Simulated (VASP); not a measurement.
WAu:

```
CELL_PARAMETERS angstrom
0.00000 2.74798 2.74798
2.74798 0.00000 2.74798
2.74798 2.74798 0.00000
ATOMIC_POSITIONS crystal
W 0.00000 0.00000 0.00000
Au 0.75000 0.75000 0.75000
```

Program: VASP 6.6.1. Alike in all runs: task single point; potentials or basis VASP PAW PBE potentials, release 64 (W_sv, Au); cell as given; cutoff (eV) 520.

**Question.** Order these runs on this cell by their pressure, lowest first.
A. level revPBE; spin off; k mesh 8 × 8 × 8; smearing fermi-dirac 0.05 eV
B. level PBEsol; spin non-collinear, zero start, SOC; k mesh 6 × 6 × 6; smearing fermi-dirac 0.05 eV
C. level PBE; spin off; k mesh 8 × 8 × 8; smearing gaussian 0.026 eV
D. level r2SCAN; spin off; k mesh 8 × 8 × 8; smearing fermi-dirac 0.05 eV
E. level BLYP; spin off; k mesh 8 × 8 × 8; smearing fermi-dirac 0.05 eV

**Answer.** B (26.3 GPa), D (30.2 GPa), C (33.1 GPa), A (35.1 GPa), E (42.5 GPa).

Caveats: the PAW data sets were made with another functional, which shifts forces and pressure a little (some runs).
